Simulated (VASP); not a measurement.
MgGaC4N4, 10 atoms in the cell. The typed cell holds 10 atoms: a = 6.250 Å, b = 6.071 Å, c = 7.109 Å, α = 87.68°, β = 87.99°, γ = 109.93°. 

* Program: VASP 6.6.1
* Task: single point
* Functional: PBE
* Potentials or basis: VASP PAW PBE potentials, release 64 (Mg, Ga_d, C, N)
* Cutoff: 520 eV
* k mesh: 4 × 4 × 4
* Occupations: gaussian, width 0.2 eV
* Spin: no spin polarisation
* Dipole correction: no
* Further INCAR settings: ALGO = Fast; EDIFF = 1e-07; NBANDS = 36

Potentials or basis: VASP PAW PBE potentials, release 64 (Mg, Ga_d, C, N).

The run is started by

```bash
$ cat potpaw_PBE.64/Mg/POTCAR potpaw_PBE.64/Ga_d/POTCAR potpaw_PBE.64/C/POTCAR potpaw_PBE.64/N/POTCAR > POTCAR
$ mpirun -np 1 vasp_std > vasp.out
```

Hardware: 1 thread of Oxide Virtual Turin-like Processor, on a shared host.

Task: Estimate the wall time of this run.

Result: Run time: 7.6 min on 1 thread of Oxide Virtual Turin-like Processor, with other jobs on the host, peak memory 0.52 GiB. Counts: scf iterations 21, k points 36.
